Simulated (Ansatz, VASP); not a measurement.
## One calculation of Ag, two programs

```
CELL_PARAMETERS angstrom
3.22511 0.00000 0.00000
0.00000 3.22511 0.00000
0.19351 0.00000 3.22511
ATOMIC_POSITIONS crystal
Ag 0.00000 0.00000 0.00000
Ag 0.50000 0.50000 0.50000
```

Change from the starting cell: shear of c along a, cell held, atoms relaxed: +6.0 %.

Alike in both runs: task single point; functional PBEsol; k mesh 16 × 16 × 16; occupations gaussian, width 0.1 eV; no spin polarisation.

|  | VASP | Ansatz |
| --- | --- | --- |
| version | VASP 6.6.1 | Ansatz 0.2.0 |
| potentials or method | VASP PAW PBE potentials, release 64 (Ag), cutoff 520 eV | scalar-relativistic, plane waves, PAW |
| valence electrons in the cell | 22 | 38 |

|  | VASP | Ansatz | Ansatz less VASP |
| --- | --- | --- | --- |
| gap on the k mesh at the Fermi level (eV) | none | none | - |
| pressure (GPa) | 0.1 | 0.4 | +0.23 |
| traceless stress, the component that is largest in VASP (GPa) | -3.99 | -4.03 | -0.036 |

VASP's potentials were made for PBE, not for PBEsol. A gap of «none» marks a metal or a gap that the smearing closes. VASP's potentials hold 22 valence electrons a cell and Ansatz's 38, so a difference there can come from the potentials and not from the codes.
